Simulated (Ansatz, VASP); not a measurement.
## Fe in VASP and in Ansatz

INCAR

```
SYSTEM = Fe
PREC = Accurate
ENCUT = 520
EDIFF = 1E-6
ISMEAR = -1
SIGMA = 0.08
LREAL = .FALSE.
LASPH = .TRUE.
NELM = 150
ALGO = Normal
ISIF = 2
LWAVE = .FALSE.
LCHARG = .FALSE.
ISPIN = 2
MAGMOM = -3 3
LORBIT = 11
LMAXMIX = 4
GGA = CA
NBANDS = 19
```

The input KPOINTS:

```
Automatic mesh
0
G
  12 12 8
  0 0 0
```

Contents of POSCAR:

```
Fe
1.0
    1.7000753688     -1.7262356591      0.0000000000
    1.7000753688      1.7262356591      0.0000000000
    0.0000000000      0.0000000000      3.7097032485
Fe
2
Direct
    0.5000000000      0.5000000000      0.5000000000
    0.0000000000      0.0000000000      0.0000000000
```

Input for Ansatz:

```yaml
crystal:
  lattice:
    - [1.7000753688, -1.7262356591, 0.0]
    - [1.7000753688, 1.7262356591, 0.0]
    - [0.0, 0.0, 3.7097032485]
  atoms:
    - { symbol: Fe, position: [0.5, 0.5, 0.5], spin: -3.0 }
    - { symbol: Fe, position: [0.0, 0.0, 0.0], spin: 3.0 }
magnetization:
  spin_polarized: true
kpoints:
  mp_grid: { grid: [12, 12, 8] }
scf:
  occupations: { method: fermi_dirac, width: 0.08 }
  lower_state_search: "off"
hamiltonian:
  xc: lda
  pseudopotentials: { kind: paw }
output:
  forces: true
  stress: true
  eigenvalues: true
```

Alike in both runs: task single point; functional LDA; k mesh 12 × 12 × 8; occupations fermi-dirac, width 0.08 eV; collinear spin.

|  | VASP | Ansatz |
| --- | --- | --- |
| version | VASP 6.6.1 | Ansatz 0.2.0 |
| potentials or method | VASP PAW LDA potentials, release 64 (Fe) | PAW with Ansatz's default frozen-core files, scalar-relativistic |
| plane-wave cutoff (eV) | 520 | 420 |
| valence electrons in the cell | 16 | 32 |

Ansatz gave:

| Quantity | Value |
| --- | --- |
| pressure (GPa) | -22.5 |
| traceless stress, the component that is largest in VASP (GPa) | -3.74 |
| net moment per atom (μB) | 0.00 |
| size of the moment on the site where the two differ most (μB) | 1.38 |

What did VASP give for the same quantities?

Pressure (GPa): -23.7; traceless stress, the component that is largest in VASP (GPa): -4.47; net moment per atom (μB): 0.00; size of the moment on the site where the two differ most (μB): 1.31.

LDA's correlation is that of Perdew and Zunger in VASP and of Perdew and Wang (1992) in Ansatz. Site moments also hang on the region over which each program counts them. VASP's potentials hold 16 valence electrons a cell and Ansatz's 32, so a difference there can come from the potentials and not from the codes.
